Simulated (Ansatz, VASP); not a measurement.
F: VASP beside Ansatz

```
F
1.0
     2.51233    0.00000    0.00000
    -1.25617    2.17574    0.00000
     0.00000    0.00000    4.06998
F
2
Direct
  0.33333 0.66667 0.25000
  0.66667 0.33333 0.75000
```

Alike in both runs: task relaxation of cell and atoms; functional PBE; k mesh 19 × 19 × 10; occupations fermi-dirac, width 0.08 eV; no spin polarisation.

```csv
,VASP,Ansatz
version,VASP 6.6.1,Ansatz 0.2.0
potentials or method,"VASP PAW PBE potentials, release 64 (F)","PAW with Ansatz's earlier generated frozen-core files (soft_1), scalar-relativistic"
plane-wave cutoff (eV),600,420
valence electrons in the cell,14,14
```

|  | VASP | Ansatz | Ansatz less VASP |
| --- | --- | --- | --- |
| relaxed volume (Å³/atom) | 10.32 | 10.66 | +0.342 |
| relaxed cell length with the largest relative difference (Å) | 2.839 | 2.904 | +0.0645 |
